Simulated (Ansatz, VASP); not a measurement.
## One calculation of GaN, two programs

INCAR

```
SYSTEM = GaN
ALGO = Normal
EDIFF = 1E-6
ENCUT = 520
GGA = CA
ISIF = 2
ISMEAR = 0
LASPH = .TRUE.
LCHARG = .TRUE.
LELF = .TRUE.
LREAL = .FALSE.
LVHAR = .TRUE.
LWAVE = .FALSE.
NBANDS = 16
NELM = 80
PREC = Accurate
SIGMA = 0.01
```

KPOINTS

```
k-points
0
G
  10 10 10
  0 0 0
```

Contents of POSCAR:

```
GaN
1.0
    2.2277044992      2.2277044992      0.0000000000
   -2.2277044992      2.2277044992      0.0000000000
    0.0000000000      2.2277044992      2.2277044992
Ga N
1 1
Direct
    0.0000000000      0.0000000000      0.0000000000
    0.2500000000      0.7500000000      0.5000000000
```

Input for Ansatz:

```yaml
crystal:
  lattice:
    - [2.22770449915, 2.22770449915, 0.0]
    - [-2.22770449915, 2.22770449915, 0.0]
    - [0.0, 2.22770449915, 2.22770449915]
  atoms:
    - { symbol: Ga, position: [0.0, 0.0, 0.0] }
    - { symbol: "N", position: [0.25, 0.75, 0.5] }
kpoints:
  mp_grid: { grid: [10, 10, 10] }
scf:
  occupations: { method: fixed }
hamiltonian:
  xc: lda
  pseudopotentials: { kind: all_electron, lapw: { basis_error: 0.001 } }
output:
  forces: true
  stress: true
  eigenvalues: true
  eigenstates:
    nscf_kmesh: { grid: [16, 16, 16] }
    de_dk: true
    e_range: [-9, 11.95503389981]
checkpoint:
  write: ck
  write_wavefunctions: false
```

Alike in both runs: task single point; functional LDA; k mesh 10 × 10 × 10; no spin polarisation.

|  | VASP | Ansatz |
| --- | --- | --- |
| version | VASP 6.6.1 | Ansatz 0.2.0 |
| potentials or method | VASP PAW LDA potentials, release 64 (Ga_d, N), cutoff 520 eV | all-electron LAPW, scalar-relativistic |
| occupations | gaussian, width 0.01 eV | fixed |

```tsv
	VASP	Ansatz	Ansatz less VASP
gap on the k mesh at the Fermi level (eV)	1.97	1.96	-0.010
pressure (GPa)	1.1	0.2	-0.92
```

LDA's correlation is that of Perdew and Zunger in VASP and of Perdew and Wang (1992) in Ansatz. Ansatz ran all-electron here, and VASP with PAW potentials.
